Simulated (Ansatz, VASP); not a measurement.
# Sn: VASP beside Ansatz

POSCAR

```
Sn
1.0
    0.0000000000      3.2161880327      3.2161880327
    3.2161880327      0.0000000000      3.2161880327
    3.2161880327      3.2161880327      0.0000000000
Sn
2
Direct
    0.0000000000      0.0000000000      0.0000000000
    0.2500000000      0.2500000000      0.2500000000
```

INCAR.step1

```
SYSTEM = Sn
  ALGO = Normal
  EDIFF = 1E-4
  ENCUT = 520
  GGA = PE
  ISMEAR = 0
  LASPH = .True.
  LCHARG = .False.
  LREAL = .False.
  LWAVE = .True.
  NBANDS = 21
  NELM = 100
  PREC = Accurate
  SIGMA = 0.1
```

The input INCAR.step2:

```
SYSTEM = Sn
  ALGO = Normal
  EDIFF = 1E-7
  ENCUT = 520
  ISIF = 2
  ISMEAR = 0
  ISTART = 1
  LASPH = .True.
  LCHARG = .False.
  LMIXTAU = .True.
  LREAL = .False.
  LWAVE = .False.
  METAGGA = R2SCAN
  NBANDS = 21
  NELM = 100
  PREC = Accurate
  SIGMA = 0.1
```

The input KPOINTS:

```
k-points
0
Gamma
  12 12 12
  0 0 0
```

Input for Ansatz:

```yaml
crystal:
  lattice:
    - [0.0, 3.2161880328, 3.2161880328]
    - [3.2161880328, 0.0, 3.2161880328]
    - [3.2161880328, 3.2161880328, 0.0]
  atoms:
    - { symbol: Sn, position: [0.0, 0.0, 0.0] }
    - { symbol: Sn, position: [0.25, 0.25, 0.25] }
basis:
  ecutwfc: 500
kpoints:
  mp_grid: { grid: [12, 12, 12] }
hamiltonian:
  xc: r2scan
scf:
  occupations: { method: gaussian, width: 0.1 }
output:
  forces: true
  stress: true
  eigenvalues: true
```

Alike in both runs: task single point; functional r2SCAN; k mesh 12 × 12 × 12; occupations gaussian, width 0.1 eV; no spin polarisation.

|  | VASP | Ansatz |
| --- | --- | --- |
| version | VASP 6.6.1 | Ansatz 0.2.0 |
| potentials or method | VASP PAW PBE potentials, release 64 (Sn_d), cutoff 520 eV | scalar-relativistic, plane waves, PAW |
| valence electrons in the cell | 28 | 28 |

```csv
,VASP,Ansatz,Ansatz less VASP
gap on the k mesh at the Fermi level (eV),none,none,-
pressure (GPa),3.1,3.1,+0.02
```

VASP's potentials were made for PBE, not for r2SCAN. A gap of «none» marks a metal or a gap that the smearing closes.
